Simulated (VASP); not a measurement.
A run of VASP 6.6.1:

Contents of INCAR:

```
SYSTEM = Cd2TeO3
PREC     = Accurate       ! precision mode
ENCUT    = 520            ! plane-wave cutoff, eV
EDIFF    = 1E-7           ! SCF threshold, eV
ISMEAR   = 0              ! smearing method
SIGMA    = 0.1            ! smearing width, eV
LREAL    = .False.        ! projectors in reciprocal space
LASPH    = .True.         ! aspherical terms in the spheres
NELM     = 60             ! most SCF steps
ALGO     = Normal         ! electronic algorithm
ISIF     = 2              ! what is computed and relaxed
LWAVE    = .False.        ! write WAVECAR
LCHARG   = .True.         ! write CHGCAR
GGA      = PE             ! functional
LELF     = .True.         ! ELF
LVHAR    = .True.       
NBANDS   = 33             ! bands
```

File KPOINTS:

```
regular mesh
0
Gamma
  3 3 6
  0 0 0
```

File POSCAR:

```
Cd2TeO3
1.0
    6.0469247872      0.0000000000      0.0000000000
   -3.0234623936      5.2367904805      0.0000000000
    0.0000000000      0.0000000000      2.9816875461
Cd Te O
2 1 3
Direct
    0.3333333333      0.6666666667      0.5000000000
    0.6666666667      0.3333333333      0.5000000000
    0.0000000000      0.0000000000      0.5000000000
    0.0000000000      0.5000000000      0.0000000000
    0.5000000000      0.0000000000      0.0000000000
    0.5000000000      0.5000000000      0.0000000000
```

Potentials or basis: VASP PAW PBE potentials, release 64 (Cd, Te, O).

Launch:

```console
$ cat potpaw_PBE.64/Cd/POTCAR potpaw_PBE.64/Te/POTCAR potpaw_PBE.64/O/POTCAR > POTCAR
$ mpirun -np 1 vasp_std > vasp.out
```

Hardware: 1 thread of Intel(R) Xeon(R) 6975P-C (Granite Rapids), on a shared host.

Problem. How long does it take, and how much memory?

Solution. Wall time 42 s on 1 thread of Intel(R) Xeon(R) 6975P-C (Granite Rapids), on a shared host, peak memory 0.23 GiB. Counts: scf iterations 21, k points 12.
